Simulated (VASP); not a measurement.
**MgO: single point with LDA**

The system is MgO.

```
Mg O
1.0
     0.00000    2.17295    2.17295
     2.17295    0.00000    2.17295
     2.17295    2.17295    0.00000
Mg O
1 1
Direct
  0.00000 0.00000 0.00000
  0.50000 0.50000 0.50000
```

| Item | Value |
| --- | --- |
| Program | VASP 6.6.1 |
| Task | single point |
| Functional | LDA |
| Potentials or basis | VASP PAW LDA potentials, release 64 (Mg, O) |
| Cutoff | 520 eV |
| k mesh | 6 × 6 × 6 |
| Occupations | gaussian, width 0.01 eV |
| Spin | no spin polarisation |
| Dipole correction | no |
| Further INCAR settings | ALGO = Normal; EDIFF = 1e-07; NBANDS = 11 |

```json
{"Pressure": "-19.0 GPa", "Band gap on the k mesh": "3.80 eV, direct"}
```

Levels at points of the mesh, in eV from the valence-band top:
```csv
k point,band 2,band 3,band 4,band 5,band 6,band 7
"(0.00, 0.00, 0.00)",0.00,0.00,0.00,3.80,15.01,15.01
"(0.50, 0.00, 0.00)",-4.30,-0.57,-0.57,7.16,11.37,15.06
"(0.50, 0.50, 0.00)",-3.78,-1.24,-1.24,8.73,8.79,11.94
```

Wall time 3.3 s on 1 thread of Intel(R) Xeon(R) Platinum 8259CL CPU @ 2.50GHz (Skylake/Cascade Lake) (shared host), peak memory 0.12 GiB.
